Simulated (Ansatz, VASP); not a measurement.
## SnO: VASP beside Ansatz

```
Sn O
1.0
     3.86388    0.00000    0.00000
     0.00000    3.86388    0.00000
     0.00000    0.00000    4.95122
Sn O
2 2
Direct
  0.50000 0.00000 0.76463
  0.00000 0.50000 0.23537
  0.00000 0.00000 0.00000
  0.50000 0.50000 0.00000
```

Alike in both runs: task single point; functional PBEsol; k mesh 7 × 7 × 6; occupations fermi-dirac, width 0.05 eV; non-collinear spin, spin-orbit coupling.

|  | VASP | Ansatz |
| --- | --- | --- |
| version | VASP 6.6.1 | Ansatz 0.2.0 |
| potentials or method | VASP PAW PBE potentials, release 64 (Sn_d, O) | Ansatz PAW |
| plane-wave cutoff (eV) | 520 | 420 |
| valence electrons in the cell | 40 | 40 |

|  | VASP | Ansatz | Ansatz less VASP |
| --- | --- | --- | --- |
| pressure (GPa) | -3.7 | -3.9 | -0.21 |
| traceless stress, the component that is largest in VASP (GPa) | 0.50 | 0.48 | -0.011 |
| rms of the force components (eV/Å) | 0.145 | 0.177 | +0.0313 |

VASP's potentials were made for PBE, not for PBEsol. Atom by atom the forces differ by 0.031 eV/Å (rms over components). The functional is the same, so the differences come from potentials, cutoffs and numerics.

Noted on Ansatz's run: odd divisions of the mesh miss points on the zone boundary, where band edges often lie, so the gap on the mesh can be too wide.
